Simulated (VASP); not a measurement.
# W (Fm-3m) in VASP: a series of runs

W is run at these levels: PBEsol; tasks: single point.

Program: VASP 6.6.1. These are calculated values, not measurements. Logs are shortened: lines on timing, memory, paths and dates and some standing lists are left out, and cuts for length are marked.

### 1 The cell of the first run

It takes space group Fm-3m (No. 225, cubic). The conventional cell has a = 4.127 Å, b = 4.127 Å, c = 4.127 Å, α = 90.00°, β = 90.00°, γ = 90.00°. W (site symmetry m-3m) has 12 W at 2.92 Å within 3.8 Å.

This isn't the form of W at room conditions, which is bcc.

### 2 Single point, PBEsol

Contents of INCAR:

```
SYSTEM = W
  ALGO = Normal
  EDIFF = 1E-7
  ENCUT = 520
  GGA = PS
  ISIF = 2
  ISMEAR = -1
  LASPH = .True.
  LCHARG = .False.
  LREAL = .False.
  LWAVE = .False.
  NBANDS = 13
  NELM = 60
  PREC = Accurate
  SIGMA = 0.05
```

Contents of KPOINTS:

```
k-points
0
Gamma
  12 12 12
  0 0 0
```

Contents of POSCAR:

```
W
1.0
    0.0000000000      2.0632846043      2.0632846043
    2.0632846043      0.0000000000      2.0632846043
    2.0632846043      2.0632846043      0.0000000000
W
1
Direct
    0.0000000000      0.0000000000      0.0000000000
```

Potentials or basis: VASP PAW PBE potentials, release 64 (W_sv).

The run is started by

```sh
$ cat potpaw_PBE.64/W_sv/POTCAR > POTCAR
$ mpirun -np 1 vasp_std > vasp.out
```

OUTCAR:

```text
SYSTEM = W
   EDIFF = 1E-7
   ENCUT = 520
   GGA = PS
   ISIF = 2
   ISMEAR = -1
   LASPH = .True.
   LREAL = .False.
   NELM = 60
   PREC = Accurate

 ion  position               nearest neighbor table
   1  0.000  0.000  0.000-

  LATTYP: Found a face centered cubic cell.
 ALAT       =     4.1265692086

  Lattice vectors:

 A1 = (   0.0000000000,   2.0632846043,   2.0632846043)
 A2 = (   2.0632846043,   0.0000000000,   2.0632846043)
 A3 = (   2.0632846043,   2.0632846043,   0.0000000000)

Analysis of symmetry for initial positions (statically):
=====================================================================
 Subroutine PRICEL returns:
 Original cell was already a primitive cell.

 Routine SETGRP: Setting up the symmetry group for a
 face centered cubic supercell.

 Subroutine GETGRP returns: Found 48 space group operations
 (whereof 48 operations were pure point group operations)
 out of a pool of 48 trial point group operations.

The static configuration has the point symmetry O_h .

Analysis of symmetry for dynamics (positions and initial velocities):
=====================================================================
 Subroutine PRICEL returns:
 Original cell was already a primitive cell.

 Routine SETGRP: Setting up the symmetry group for a
 face centered cubic supercell.

 Subroutine GETGRP returns: Found 48 space group operations
 (whereof 48 operations were pure point group operations)
 out of a pool of 48 trial point group operations.

The dynamic configuration has the point symmetry O_h .

 Subroutine INISYM returns: Found 48 space group operations
 (whereof 48 operations are pure point group operations),
 and found     1 'primitive' translations

----------------------------------------------------------------------------------------

                                     Primitive cell

  volume of cell :      17.5674

  direct lattice vectors                    reciprocal lattice vectors
     0.000000000  2.063284604  2.063284604    -0.242332056  0.242332056  0.242332056
     2.063284604  0.000000000  2.063284604     0.242332056 -0.242332056  0.242332056
     2.063284604  2.063284604  0.000000000     0.242332056  0.242332056 -0.242332056

  length of vectors
     2.917925070  2.917925070  2.917925070     0.419731433  0.419731433  0.419731433

  position of ions in fractional coordinates (direct lattice)
     0.000000000  0.000000000  0.000000000

  ion indices of the primitive-cell ions
   primitive index   ion index
                 1           1

----------------------------------------------------------------------------------------

 KPOINTS: k-points

Automatic generation of k-mesh.
 Grid dimensions read from file:
 generate k-points for:   12   12   12

 Generating k-lattice:

  Cartesian coordinates                     Fractional coordinates (reciprocal lattice)
    -0.020194338  0.020194338  0.020194338     0.083333333  0.000000000  0.000000000
     0.020194338 -0.020194338  0.020194338     0.000000000  0.083333333  0.000000000
     0.020194338  0.020194338 -0.020194338     0.000000000  0.000000000  0.083333333

  Length of vectors
     0.034977619  0.034977619  0.034977619

  Shift w.r.t. Gamma in fractional coordinates (k-lattice)
     0.000000000  0.000000000  0.000000000

 Subroutine IBZKPT returns following result:
 ===========================================

 Found     72 irreducible k-points:

 Following reciprocal coordinates:
            Coordinates               Weight
  0.000000  0.000000  0.000000      1.000000
  0.083333  0.000000  0.000000      8.000000
  0.166667  0.000000  0.000000      8.000000
  0.250000  0.000000  0.000000      8.000000
  0.333333  0.000000  0.000000      8.000000
  0.416667  0.000000  0.000000      8.000000
[... 16 lines left out ...]
  0.500000  0.166667  0.000000     24.000000
 -0.416667  0.166667  0.000000     24.000000
 [... further k-points ...]
   k-points           NKPTS =     72   k-points in BZ     NKDIM =     72   number of bands    NBANDS=     13
   number of dos      NEDOS =    301   number of ions     NIONS =      1
   total plane-waves  NPLWV =  13824
   dimension x,y,z NGX =    24 NGY =   24 NGZ =   24
   dimension x,y,z NGXF=    48 NGYF=   48 NGZF=   48
   ions per type =               1
   NGX,Y,Z   is equivalent  to a cutoff of  13.67, 13.67, 13.67 a.u.
   NGXF,Y,Z  is equivalent  to a cutoff of  27.35, 27.35, 27.35 a.u.
 SYSTEM =  W
   PREC   = accura    normal or accurate (medium, high low for compatibility)
   ISTART =      0    job   : 0-new  1-cont  2-samecut
   ICHARG =      2    charge: 1-file 2-atom 10-const
   ISPIN  =      1    spin polarized calculation?
   LNONCOLLINEAR =      F non collinear calculations
   LSORBIT =      F    spin-orbit coupling
   LASPH  =      T    aspherical Exc in radial PAW
   ENCUT  =  520.0 eV  38.22 Ry    6.18 a.u.   5.43  5.43  5.43*2*pi/ulx,y,z
   NELM   =     60;   NELMIN=  2; NELMDL= -5     # of ELM steps
   EDIFF  = 0.1E-06   stopping-criterion for ELM
   LREAL  =      F    real-space projection
   EDIFFG = 0.1E-05   stopping-criterion for IOM
   NSW    =      0    number of steps for IOM
   IBRION =     -1    ionic relax: 0-MD 1-quasi-New 2-CG
   NFREE  =      0    steps in history (QN), initial steepest desc. (CG)
   ISIF   =      2    stress and relaxation
   ISYM   =      2    0-nonsym 1-usesym 2-fastsym
   POTIM  = 0.5000    time-step for ionic-motion
   TEBEG  =    0.0;   TEEND  =   0.0 temperature during run
   PSTRESS=    0.0 pullay stress
   NELECT =      14.0000    total number of electrons
   NUPDOWN=      -1.0000    fix difference up-down
   EMIN   =  10.00;   EMAX   =-10.00  energy-range for DOS
   EFERMI =   0.00;   METHOD = LEGACY
   ISMEAR =    -1;   SIGMA  =   0.05  broadening in eV -4-tet -1-fermi 0-gaus
   EFERMI_NEDOS =   21; number of points for ismear=-14 and -15
   IALGO  =     38    algorithm
   IMIX   =      4    mixing-type and parameters
     AMIX     =   0.40;   BMIX     =  1.00
     AMIX_MAG =   1.60;   BMIX_MAG =  1.00
  volume/ion in A,a.u.               =      17.57       118.55
  Fermi-wavevector in a.u.,A,eV,Ry     =   1.517802  2.868229 31.344041  2.303722
  Thomas-Fermi vector in A             =   2.627008
   LORBIT       =      0    0 simple, 1 ext, 2 COOP (PROOUT), +10 PAW based schemes
   GGA     = PS    functional components
   LHFCALC =     F    Hartree Fock is set to
   AEXX    =    0.0000 exact exchange contribution
   IVDW    =     0    specifies the selected vdW correction
   LEPSILON=     F    determine dielectric tensor
   LRPA    =     F    only Hartree local field effects (RPA)
 non-spin polarized calculation
  energy-cutoff  :      520.00
  volume of cell :       17.57
 maximum number of plane-waves:       495
 NGX is ok and might be reduce to    24
   NGX = 11   NGY = 11   NGZ = 11

 number of electron      13.9999998 magnetization

 Free energy of the ion-electron system (eV)
  ---------------------------------------------------
  ext. energy  EPLUGINS =         0.00000000
  ---------------------------------------------------
  free energy    TOTEN  =       -13.19066435 eV

  energy without entropy =      -13.17713844  energy(sigma->0) =      -13.18390140

 E-fermi :   9.4468     XC(G=0): -13.1790

 val. band max:        9.4298535072   @ k =   0.2500   0.1667   0.0833
 cond. band min:       9.4627410786   @ k =  -0.2500   0.0833   0.0000
 fundamental gap:      0.0328875713
 Fermi energy:         9.4467926048

 k-point     1 :       0.0000    0.0000    0.0000
  band No.  band energies     occupation
      1     -64.3480      2.00000
      2     -28.0507      2.00000
      3     -28.0507      2.00000
      4     -28.0507      2.00000
      5       0.7654      2.00000
      6       8.9294      1.99994
      7       8.9294      1.99994
      8       8.9294      1.99994
      9      11.7529      0.00000
     10      11.7529      0.00000
     11      22.1433      0.00000
     12      26.9939      0.00000
     13      26.9939      0.00000

 k-point     2 :       0.0833    0.0000    0.0000
  band No.  band energies     occupation
      1     -64.3429      2.00000
      2     -28.1153      2.00000
      3     -28.0592      2.00000
      4     -28.0592      2.00000
      5       1.0454      2.00000
      6       8.7228      2.00000
      7       9.0563      1.99919
      8       9.0563      1.99919
      9      11.6459      0.00000
     10      11.6459      0.00000
     11      22.6917      0.00000
     12      25.8496      0.00000
     13      27.5130      0.00000

 k-point     3 :       0.1667    0.0000    0.0000
  band No.  band energies     occupation
      1     -64.3287      2.00000
      2     -28.2888      2.00000
      3     -28.0821      2.00000
      4     -28.0821      2.00000
      5       1.8216      2.00000
      6       8.2759      2.00000
      7       9.3098      1.87873
      8       9.3098      1.87873
      9      11.5219      0.00000
     10      11.5219      0.00000
     11      23.5573      0.00000
     12      24.5919      0.00000
     13      28.9644      0.00000
[... 305 lines left out ...]
 k-point    23 :       0.5000    0.1667    0.0000
  band No.  band energies     occupation
      1     -64.2637      2.00000
      2     -28.8713      2.00000
      3     -28.3127      2.00000
      4     -28.2278      2.00000
      5       5.0059      2.00000
      6       7.5605      2.00000
      7       8.7367      2.00000
      8       9.6538      0.03137
      9      14.0929      0.00000
     10      15.0900      0.00000
     11      18.4550      0.00000
     12      23.7887      0.00000
     13      26.5377      0.00000

 k-point    24 :      -0.4167    0.1667    0.0000
  band No.  band energies     occupation
      1     -64.2624      2.00000
      2     -28.8792      2.00000
      3     -28.3430      2.00000
      4     -28.2089      2.00000
      5       5.0898      2.00000
      6       7.6428      2.00000
      7       8.9253      1.99994
      8       9.5349      0.29285
      9      13.4730      0.00000
     10      15.6499      0.00000
     11      18.3786      0.00000
     12      23.7749      0.00000
     13      26.0818      0.00000

 [... further k-points ...]

------------------------ aborting loop because EDIFF is reached ----------------------------------------

  FORCE on cell =-STRESS in cart. coord.  units (eV):
  Direction    XX          YY          ZZ          XY          YZ          ZX
  --------------------------------------------------------------------------------------
  -------------------------------------------------------------------------------------
  Total       -2.5821416     -2.5821416     -2.5821416      0.0000000     -0.0000000      0.0000000
  in kB     -235.4958336   -235.4958336   -235.4958336      0.0000000     -0.0000000      0.0000000
  external PRESSURE =    -235.4958336 kB  Pullay stress =       0.0000000 kB

 VOLUME and BASIS-vectors are now :
 -----------------------------------------------------------------------------
  energy-cutoff  :      520.00
  volume of cell :       17.57
      direct lattice vectors                 reciprocal lattice vectors
     0.000000000  2.063284604  2.063284604    -0.242332056  0.242332056  0.242332056
     2.063284604  0.000000000  2.063284604     0.242332056 -0.242332056  0.242332056
     2.063284604  2.063284604  0.000000000     0.242332056  0.242332056 -0.242332056

 POSITION                                       TOTAL-FORCE (eV/Angst)
 -----------------------------------------------------------------------------------
      0.00000      0.00000      0.00000         0.000000      0.000000     -0.000000
 -----------------------------------------------------------------------------------
    total drift:                               -0.000000      0.000000      0.000000

  FREE ENERGIE OF THE ION-ELECTRON SYSTEM (eV)
  ---------------------------------------------------
  free  energy   TOTEN  =       -13.1906643539 eV

  energy  without entropy=      -13.1771384449  energy(sigma->0) =      -13.18390140
```

It took 14 s on 1 thread of AMD EPYC 7R13 (Zen 3), shared host; peak memory 0.12 GiB.

Results:

- Free energy: -13.1907 eV
- Pressure: -23.5 GPa
- Band gap on the k mesh: zero (bands 7 and 8 overlap by 3.20 eV)

Caveat: the cell stands under tension; the PAW data sets were made with another functional, which shifts forces and pressure a little; spin-orbit coupling is left out, which moves the levels of the heavy elements.

### 3 Single point, PBEsol

This run uses another cell than the first one, of 17.99 Å³/atom.

Contents of INCAR:

```
  PREC = Accurate
  ENCUT = 520
  EDIFF = 1E-6
  ISMEAR = -1
  SIGMA = 0.05
  LREAL = F
  LASPH = T
  NELM = 80
  ALGO = Normal
  ISIF = 2
  LWAVE = F
  LCHARG = F
  GGA = PS
  NBANDS = 13
```

Contents of KPOINTS:

```
Automatic mesh
0
Gamma
  12 12 12
```

Contents of POSCAR:

```
W
1.0
    0.0000000000      2.0795316087      2.0795316087
    2.0795316087      0.0000000000      2.0795316087
    2.0795316087      2.0795316087      0.0000000000
W
1
Direct
    0.0000000000      0.0000000000      0.0000000000
```

Potentials or basis: VASP PAW PBE potentials, release 64 (W_sv).

The run is started by

```sh
$ cat potpaw_PBE.64/W_sv/POTCAR > POTCAR
$ mpirun -np 1 vasp_std > vasp.out
```

It took 13 s on 1 thread of AMD EPYC 7R13 (Zen 3), shared host; peak memory 0.12 GiB.

Results (log left out):

```
Free energy            : -13.1234 eV
Pressure               : -28.0 GPa
Band gap on the k mesh : zero (bands 7 and 8 overlap by 3.07 eV)
```

Levels at points of the mesh, in eV from the Fermi level:
```tsv
k point	band 5	band 6	band 7	band 8	band 9	band 10
(0.00, 0.00, 0.00)	-8.56	-0.50	-0.50	-0.50	2.23	2.23
(0.50, 0.00, 0.00)	-5.17	-0.69	-0.69	0.39	4.40	4.40
(0.50, 0.50, 0.00)	-4.92	-4.01	2.58	4.35	5.04	5.04
```

Caveat: the cell stands under tension; the PAW data sets were made with another functional, which shifts forces and pressure a little; spin-orbit coupling is left out, which moves the levels of the heavy elements.

### 4 Single point, PBEsol

This run uses another cell than the first one, of 18.40 Å³/atom.

Contents of INCAR:

```
PREC = Accurate ; ENCUT = 520
EDIFF = 1E-6 ; ISMEAR = -1
SIGMA = 0.05 ; LREAL = False
LASPH = True ; NELM = 80
ALGO = Normal ; ISIF = 2
LWAVE = False ; LCHARG = False
GGA = PS ; NBANDS = 13
```

Contents of KPOINTS:

```
regular mesh
0
Gamma
  12 12 12
```

Contents of POSCAR:

```
W
1.0
    0.0000000000      2.0955286344      2.0955286344
    2.0955286344      0.0000000000      2.0955286344
    2.0955286344      2.0955286344      0.0000000000
W
1
Direct
    0.0000000000      0.0000000000      0.0000000000
```

The run is started by

```sh
$ cat potpaw_PBE.64/W_sv/POTCAR > POTCAR
$ mpirun -np 1 vasp_std > vasp.out
```

It took 13 s on 1 thread of AMD EPYC 7R13 (Zen 3), shared host; peak memory 0.12 GiB.

Results (log left out):

```
Free energy            : -13.0454 eV
Pressure               : -31.8 GPa
Band gap on the k mesh : zero (bands 7 and 8 overlap by 2.96 eV)
```

Levels at points of the mesh, in eV from the Fermi level:
```
           k point  band 3  band 4  band 5  band 6  band 7  band 8  band 9  band 10  band 11  band 12
(0.00, 0.00, 0.00)  -37.64  -37.64   -8.44   -0.48   -0.48   -0.48    2.16     2.16    12.62    17.25
(0.50, 0.00, 0.00)  -37.75  -37.75   -5.06   -0.66   -0.66    0.34    4.25     4.25     8.63    12.22
(0.50, 0.50, 0.00)  -37.93  -37.93   -4.78   -3.89    2.48    4.21    4.86     4.86    10.77    10.77
```

Caveat: the cell stands under tension; the PAW data sets were made with another functional, which shifts forces and pressure a little; spin-orbit coupling is left out, which moves the levels of the heavy elements.

### 5 Summary

| cell | gap on the mesh (eV) | pressure (GPa) |
| --- | --- | --- |
| a = 2.918 Å, angles 60.0°, 1 atom | none | -23.5 |
| a = 2.941 Å, angles 60.0°, 1 atom | none | -28.0 |
| a = 2.964 Å, angles 60.0°, 1 atom | none | -31.8 |

Alike in all rows: task single point; level PBEsol; potentials or basis VASP PAW PBE potentials, release 64 (W_sv); no spin polarisation; k mesh 12 × 12 × 12; cutoff (eV) 520; smearing fermi-dirac 0.05 eV.

Caveats: the cell stands under tension; the PAW data sets were made with another functional, which shifts forces and pressure a little; spin-orbit coupling is left out, which moves the levels of the heavy elements.

Absolute energies hang on the potentials; compare differences alone.
